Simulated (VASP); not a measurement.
The system is Si.

```
Si
1.0
     0.00000    2.72212    2.72212
     2.69463    0.00000    2.72212
     2.69463    2.72212    0.00000
Si
2
Direct
  0.25000 0.25000 0.25000
  0.00000 0.00000 0.00000
```

This cell differs from its parent crystal: uniaxial x strain -1.0%.

Program: VASP 6.6.1. Alike in all runs: task single point; potentials or basis VASP PAW PBE potentials, release 64 (Si); no spin polarisation; cell as given; cutoff (eV) 520.

Task: Order these runs on this cell by their band gap on the k mesh, lowest first.
A. level HSE06; k mesh 6 × 6 × 6; smearing gaussian 0.01 eV; grid for exact exchange (PRECFOCK) Normal; share of exact exchange 0.25; screening parameter 0.2079 1/Å
B. level PBE; k mesh 8 × 8 × 8; smearing fermi-dirac 0.02 eV
C. level r2SCAN; k mesh 8 × 8 × 8; smearing gaussian 0.01 eV

Result: B (0.50 eV), C (0.69 eV), A (1.18 eV).

A k mesh can miss the band edges.
